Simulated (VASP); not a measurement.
# BP (F-43m) in VASP: notebook

BP is run at these levels: r2SCAN+rVV10, r2SCAN+D3(BJ), PBE; tasks: single point.

Program: VASP 6.6.1. These are calculated values, not measurements. Logs are shortened: lines on timing, memory, paths and dates and some standing lists are left out, and cuts for length are marked.

### 1 The cell of the first run

Symmetry: F-43m, No. 216, cubic system. The conventional cell has a = 4.598 Å, b = 4.598 Å, c = 4.598 Å, α = 90.00°, β = 90.00°, γ = 90.00°. Within 2.6 Å of P (site symmetry -43m) lie 4 B at 1.99 Å. B (site symmetry -43m) has 4 P at 1.99 Å within 2.6 Å.

### 2 Single point, r2SCAN+rVV10

POSCAR reads:

```
BP
1.0
    0.0000000000      2.2988586873      2.2988586873
    2.2988586873      0.0000000000      2.2988586873
    2.2988586873      2.2988586873      0.0000000000
P B
1 1
Direct
    0.7500000000      0.7500000000      0.7500000000
    0.0000000000      0.0000000000      0.0000000000
```

INCAR.step1 reads:

```
SYSTEM = BP
PREC = Accurate
ENCUT = 520
ISMEAR = -1
SIGMA = 0.05
LREAL = .FALSE.
LASPH = .TRUE.
NELM = 80
NBANDS = 11
GGA = PE
ALGO = Normal
EDIFF = 1E-4
LWAVE = .TRUE.
LCHARG = .FALSE.
```

INCAR.step2 reads:

```
SYSTEM = BP
PREC = Accurate
ENCUT = 520
EDIFF = 1E-6
ISMEAR = -1
SIGMA = 0.05
LREAL = .FALSE.
LASPH = .TRUE.
NELM = 80
ALGO = Normal
ISIF = 2
LWAVE = .FALSE.
LCHARG = .FALSE.
METAGGA = R2SCAN
LMIXTAU = .TRUE.
LUSE_VDW = .TRUE.
IVDW_NL = 2
BPARAM = 11.95
CPARAM = 0.0093
NBANDS = 11
ISTART = 1
```

KPOINTS reads:

```
regular mesh
0
G
  10 10 10
  0 0 0
```

Potentials or basis: VASP PAW PBE potentials, release 64 (P, B).

Run with:

```console
$ cat potpaw_PBE.64/P/POTCAR potpaw_PBE.64/B/POTCAR > POTCAR
$ cp INCAR.step1 INCAR
$ mpirun -np 1 vasp_std > vasp.out
$ cp INCAR.step2 INCAR
$ mpirun -np 1 vasp_std > vasp.out
```

OUTCAR:

```text
SYSTEM = BP
   PREC = Accurate
   ENCUT = 520
   EDIFF = 1E-6
   ISMEAR = -1
   LREAL = .FALSE.
   LASPH = .TRUE.
   NELM = 80
   ISIF = 2
   METAGGA = R2SCAN
   IVDW_NL = 2
   BPARAM = 11.95
   ISTART = 1

 ion  position               nearest neighbor table
   1  0.750  0.750  0.750-   2 1.99   2 1.99   2 1.99   2 1.99
   2  0.000  0.000  0.000-   1 1.99   1 1.99   1 1.99   1 1.99

  LATTYP: Found a face centered cubic cell.
 ALAT       =     4.5977173746

  Lattice vectors:

 A1 = (   0.0000000000,   2.2988586873,   2.2988586873)
 A2 = (   2.2988586873,   0.0000000000,   2.2988586873)
 A3 = (   2.2988586873,   2.2988586873,   0.0000000000)

Analysis of symmetry for initial positions (statically):
=====================================================================
 Subroutine PRICEL returns:
 Original cell was already a primitive cell.

 Routine SETGRP: Setting up the symmetry group for a
 face centered cubic supercell.

 Subroutine GETGRP returns: Found 24 space group operations
 (whereof 24 operations were pure point group operations)
 out of a pool of 48 trial point group operations.

The static configuration has the point symmetry T_d .

Analysis of symmetry for dynamics (positions and initial velocities):
=====================================================================
 Subroutine PRICEL returns:
 Original cell was already a primitive cell.

 Routine SETGRP: Setting up the symmetry group for a
 face centered cubic supercell.

 Subroutine GETGRP returns: Found 24 space group operations
 (whereof 24 operations were pure point group operations)
 out of a pool of 48 trial point group operations.

The dynamic configuration has the point symmetry T_d .

 Subroutine INISYM returns: Found 24 space group operations
 (whereof 24 operations are pure point group operations),
 and found     1 'primitive' translations

----------------------------------------------------------------------------------------

                                     Primitive cell

  volume of cell :      24.2978

  direct lattice vectors                    reciprocal lattice vectors
     0.000000000  2.298858687  2.298858687    -0.217499232  0.217499232  0.217499232
     2.298858687  0.000000000  2.298858687     0.217499232 -0.217499232  0.217499232
     2.298858687  2.298858687  0.000000000     0.217499232  0.217499232 -0.217499232

  length of vectors
     3.251077134  3.251077134  3.251077134     0.376719721  0.376719721  0.376719721

  position of ions in fractional coordinates (direct lattice)
     0.750000000  0.750000000  0.750000000
     0.000000000  0.000000000  0.000000000

  ion indices of the primitive-cell ions
   primitive index   ion index
                 1           1
                 2           2

----------------------------------------------------------------------------------------

 KPOINTS: regular mesh

Automatic generation of k-mesh.
 Grid dimensions read from file:
 generate k-points for:   10   10   10

 Generating k-lattice:

  Cartesian coordinates                     Fractional coordinates (reciprocal lattice)
    -0.021749923  0.021749923  0.021749923     0.100000000  0.000000000  0.000000000
     0.021749923 -0.021749923  0.021749923     0.000000000  0.100000000  0.000000000
     0.021749923  0.021749923 -0.021749923     0.000000000  0.000000000  0.100000000

  Length of vectors
     0.037671972  0.037671972  0.037671972

  Shift w.r.t. Gamma in fractional coordinates (k-lattice)
     0.000000000  0.000000000  0.000000000

 Subroutine IBZKPT returns following result:
 ===========================================

 Found     47 irreducible k-points:

 Following reciprocal coordinates:
            Coordinates               Weight
  0.000000  0.000000  0.000000      1.000000
  0.100000  0.000000  0.000000      8.000000
  0.200000  0.000000  0.000000      8.000000
  0.300000  0.000000  0.000000      8.000000
  0.400000  0.000000  0.000000      8.000000
  0.500000  0.000000  0.000000      4.000000
[... 16 lines left out ...]
  0.300000  0.300000  0.000000      6.000000
  0.400000  0.300000  0.000000     24.000000
 [... further k-points ...]
   k-points           NKPTS =     47   k-points in BZ     NKDIM =     47   number of bands    NBANDS=     11
   number of dos      NEDOS =    301   number of ions     NIONS =      2
   total plane-waves  NPLWV =  13824
   dimension x,y,z NGX =    24 NGY =   24 NGZ =   24
   dimension x,y,z NGXF=    48 NGYF=   48 NGZF=   48
   ions per type =               1   1
   NGX,Y,Z   is equivalent  to a cutoff of  12.27, 12.27, 12.27 a.u.
   NGXF,Y,Z  is equivalent  to a cutoff of  24.55, 24.55, 24.55 a.u.
 SYSTEM =  BP
   PREC   = accura    normal or accurate (medium, high low for compatibility)
   ISTART =      1    job   : 0-new  1-cont  2-samecut
   ICHARG =      0    charge: 1-file 2-atom 10-const
   ISPIN  =      1    spin polarized calculation?
   LNONCOLLINEAR =      F non collinear calculations
   LSORBIT =      F    spin-orbit coupling
   LASPH  =      T    aspherical Exc in radial PAW
   ENCUT  =  520.0 eV  38.22 Ry    6.18 a.u.   6.04  6.04  6.04*2*pi/ulx,y,z
   NELM   =     80;   NELMIN=  2; NELMDL=  0     # of ELM steps
   EDIFF  = 0.1E-05   stopping-criterion for ELM
   LREAL  =      F    real-space projection
   EDIFFG = 0.1E-04   stopping-criterion for IOM
   NSW    =      0    number of steps for IOM
   IBRION =     -1    ionic relax: 0-MD 1-quasi-New 2-CG
   NFREE  =      0    steps in history (QN), initial steepest desc. (CG)
   ISIF   =      2    stress and relaxation
   ISYM   =      2    0-nonsym 1-usesym 2-fastsym
   POTIM  = 0.5000    time-step for ionic-motion
   TEBEG  =    0.0;   TEEND  =   0.0 temperature during run
   PSTRESS=    0.0 pullay stress
   NELECT =       8.0000    total number of electrons
   NUPDOWN=      -1.0000    fix difference up-down
   EMIN   =  10.00;   EMAX   =-10.00  energy-range for DOS
[... 5 lines left out ...]
     AMIX     =   0.40;   BMIX     =  1.00
     AMIX_MAG =   1.60;   BMIX_MAG =  1.00
  volume/ion in A,a.u.               =      12.15        81.98
  Fermi-wavevector in a.u.,A,eV,Ry     =   1.130444  2.136230 17.386948  1.277905
  Thomas-Fermi vector in A             =   2.267141
   LORBIT       =      0    0 simple, 1 ext, 2 COOP (PROOUT), +10 PAW based schemes
   METAGGA = R2SCAN    functional components
   LHFCALC =     F    Hartree Fock is set to
   AEXX    =    0.0000 exact exchange contribution
   IVDW_NL    =     2    kernel type
   BPARAM     =11.9500
   IVDW    =     0    specifies the selected vdW correction
   LEPSILON=     F    determine dielectric tensor
   LRPA    =     F    only Hartree local field effects (RPA)
 non-spin polarized calculation
  energy-cutoff  :      520.00
  volume of cell :       24.30
 maximum number of plane-waves:       666
   NGX = 13   NGY = 13   NGZ = 13

 number of electron       7.9999999 magnetization

 Free energy of the ion-electron system (eV)
  ---------------------------------------------------
  ext. energy  EPLUGINS =         0.00000000
  ---------------------------------------------------
  free energy    TOTEN  =       -17.20065575 eV

  energy without entropy =      -17.20065575  energy(sigma->0) =      -17.20065575

 E-fermi :   7.6466     XC(G=0): -11.3574

 val. band max:        6.9306442082   @ k =   0.0000   0.0000   0.0000
 cond. band min:       8.3973995129   @ k =   0.4000   0.4000   0.0000
 fundamental gap:      1.4667553047
 Fermi energy:         7.6466193221

 k-point     1 :       0.0000    0.0000    0.0000
  band No.  band energies     occupation
      1      -8.9824      2.00000
      2       6.9306      2.00000
      3       6.9306      2.00000
      4       6.9306      2.00000
      5      10.5086      0.00000
      6      10.5086      0.00000
      7      10.5086      0.00000
      8      14.3109      0.00000
      9      18.9626      0.00000
     10      19.4640      0.00000
     11      19.4640      0.00000

 k-point     2 :       0.1000    0.0000    0.0000
  band No.  band energies     occupation
      1      -8.7988      2.00000
      2       5.5862      2.00000
      3       6.6293      2.00000
      4       6.6293      2.00000
      5      10.9282      0.00000
      6      10.9282      0.00000
      7      10.9540      0.00000
      8      14.8928      0.00000
      9      18.8052      0.00000
     10      18.8052      0.00000
     11      19.5377      0.00000

 k-point     3 :       0.2000    0.0000    0.0000
  band No.  band energies     occupation
      1      -8.2557      2.00000
      2       3.1784      2.00000
      3       6.0539      2.00000
      4       6.0539      2.00000
      5      11.1233      0.00000
      6      11.6784      0.00000
      7      11.6784      0.00000
      8      16.2483      0.00000
      9      18.2154      0.00000
     10      18.2154      0.00000
     11      20.3984      0.00000

 k-point     4 :       0.3000    0.0000    0.0000
  band No.  band energies     occupation
      1      -7.3856      2.00000
      2       0.7631      2.00000
      3       5.5474      2.00000
      4       5.5474      2.00000
      5      10.9965      0.00000
      6      12.0420      0.00000
      7      12.0420      0.00000
      8      17.3803      0.00000
      9      18.8092      0.00000
     10      18.8092      0.00000
     11      20.5795      0.00000
[... 239 lines left out ...]
 k-point    22 :      -0.2000    0.2000    0.0000
  band No.  band energies     occupation
      1      -7.0883      2.00000
      2       1.4815      2.00000
      3       2.7017      2.00000
      4       5.6454      2.00000
      5      11.6550      0.00000
      6      12.5064      0.00000
      7      13.5664      0.00000
      8      15.6020      0.00000
      9      16.8575      0.00000
     10      21.1341      0.00000
     11      23.2099      0.00000

 k-point    23 :       0.3000    0.3000    0.0000
  band No.  band energies     occupation
      1      -6.8276      2.00000
      2       1.8549      2.00000
      3       3.6437      2.00000
      4       3.6437      2.00000
      5       8.6710      0.00000
      6      11.1557      0.00000
      7      16.1653      0.00000
      8      16.1653      0.00000
      9      20.3730      0.00000
     10      21.7983      0.00000
     11      24.0060      0.00000

 k-point    24 :       0.4000    0.3000    0.0000
  band No.  band energies     occupation
      1      -5.9884      2.00000
      2       0.4936      2.00000
      3       2.8157      2.00000
      4       3.3408      2.00000
      5       8.9719      0.00000
      6      10.8511      0.00000
      7      16.7845      0.00000
      8      16.8223      0.00000
      9      21.4695      0.00000
     10      22.7295      0.00000
     11      24.4619      0.00000

 [... further k-points ...]
[... 5 lines left out ...]
  --------------------------------------------------------------------------------------
  -------------------------------------------------------------------------------------
  Total       -1.1158640     -1.1158640     -1.1158640     -0.0000000     -0.0000000     -0.0000000
  in kB      -73.5791971    -73.5791971    -73.5791971     -0.0000000     -0.0000000     -0.0000000
  external PRESSURE =     -73.5791971 kB  Pullay stress =       0.0000000 kB

 VOLUME and BASIS-vectors are now :
 -----------------------------------------------------------------------------
  energy-cutoff  :      520.00
  volume of cell :       24.30
      direct lattice vectors                 reciprocal lattice vectors
     0.000000000  2.298858687  2.298858687    -0.217499232  0.217499232  0.217499232
     2.298858687  0.000000000  2.298858687     0.217499232 -0.217499232  0.217499232
     2.298858687  2.298858687  0.000000000     0.217499232  0.217499232 -0.217499232

 POSITION                                       TOTAL-FORCE (eV/Angst)
 -----------------------------------------------------------------------------------
      3.44829      3.44829      3.44829         0.000000      0.000000      0.000000
      0.00000      0.00000      0.00000        -0.000000     -0.000000     -0.000000
 -----------------------------------------------------------------------------------
    total drift:                               -0.000000     -0.000000     -0.000000

  FREE ENERGIE OF THE ION-ELECTRON SYSTEM (eV)
  ---------------------------------------------------
  free  energy   TOTEN  =       -17.2006557526 eV

  energy  without entropy=      -17.2006557466  energy(sigma->0) =      -17.20065575
```

It took 73 s on 1 thread of Intel Xeon 6975P-C, shared host; peak memory 0.21 GiB.

Results:

```
Free energy            : -17.2007 eV
Pressure               : -7.4 GPa
Band gap on the k mesh : 1.47 eV, indirect (least direct gap 3.58 eV)
```

Caveat: the PAW data sets were made with another functional, which shifts forces and pressure a little. r2SCAN opens gaps a little over a GGA but as a rule still falls short of measured ones.

(Part 1 of 2 ends here.)
